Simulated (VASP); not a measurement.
A run of VASP 6.6.1 is set up as follows.

File INCAR:

```
PREC = Accurate
ENCUT = 520
EDIFF = 1E-7
ISMEAR = 1
SIGMA = 0.0694
LREAL = F
LASPH = T
NELM = 150
ALGO = Normal
ISIF = 2
LWAVE = F
LCHARG = F
ISPIN = 2
MAGMOM = 0 0 0 0 0 0 0 0
LORBIT = 11
LMAXMIX = 4
GGA = PE
NBANDS = 49
```

Contents of KPOINTS:

```
regular mesh
0
Gamma
  4 4 4
```

File POSCAR:

```
ScOs3
1.0
    5.5151460000      0.0000000000      0.0000000000
   -2.7575730000      4.7762620000      0.0000000000
    0.0000000000      0.0000000000      4.5047300000
Os Sc
6 2
Direct
    0.8390000000      0.6780000000      0.2500000000
    0.1610000000      0.8390000000      0.7500000000
    0.3220000000      0.1610000000      0.2500000000
    0.1610000000      0.3220000000      0.7500000000
    0.8390000000      0.1610000000      0.2500000000
    0.6780000000      0.8390000000      0.7500000000
    0.3333000000      0.6667000000      0.2500000000
    0.6666000000      0.3333000000      0.7500000000
```

Potentials or basis: VASP PAW PBE potentials, release 64 (Os, Sc_sv).

Launch:

```console
$ cat potpaw_PBE.64/Os/POTCAR potpaw_PBE.64/Sc_sv/POTCAR > POTCAR
$ mpirun -np 1 vasp_std > vasp.out
```

What does it give for the band gap on the k mesh?

Zero (filled and empty bands overlap).

Predict the pressure.

12.5 GPa.

What does it give for the net moment?

0.00 μB per cell.

Predict the largest force.

1.103 eV/Å.

Stress tensor (GPa, compression positive):
```
13.80  0.00  0.00
 0.00 13.79  0.00
 0.00  0.00 10.00
```

Caveat: the cell stands under pressure; spin-orbit coupling is left out, which moves the levels of the heavy elements; forces of over 1 eV/Å act on the atoms, so gaps and moduli don't describe the material at rest.
